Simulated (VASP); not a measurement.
TiAl, 2 atoms in the cell. The structure is cubic, space group Pm-3m (No. 221). The conventional cell has a = 3.238 Å, b = 3.238 Å, c = 3.238 Å, α = 90.00°, β = 90.00°, γ = 90.00°. Within 3.7 Å of Ti (site symmetry m-3m) lie 8 Al at 2.80 Å and 6 Ti at 3.24 Å. Al (site symmetry m-3m) has 8 Ti at 2.80 Å and 6 Al at 3.24 Å within 3.7 Å.  This cell differs from its parent crystal: strained.

```yaml
Program: VASP 6.6.1
Task: single point
Functional: PBEsol
Potentials_or_basis: VASP PAW PBE potentials, release 64 (Ti_sv, Al)
Cutoff: 520 eV
k_mesh: 14 × 14 × 14
Occupations: gaussian, width 0.1 eV
Spin: no spin polarisation
Dipole_correction: no
Further_INCAR_settings: ALGO = Normal; EDIFF = 1e-07; NBANDS = 14
```

Potentials or basis: VASP PAW PBE potentials, release 64 (Ti_sv, Al).

Launch:

```bash
$ cat potpaw_PBE.64/Ti_sv/POTCAR potpaw_PBE.64/Al/POTCAR > POTCAR
$ mpirun -np 1 vasp_std > vasp.out
```

Hardware: 1 thread of Intel(R) Xeon(R) 6975P-C (Granite Rapids) (shared host).

Question: Estimate the wall time of this run.

Answer: Wall time 15 s on 1 thread of Intel(R) Xeon(R) 6975P-C (Granite Rapids) (shared host), peak memory 0.18 GiB. Counts: scf iterations 14, k points 120.
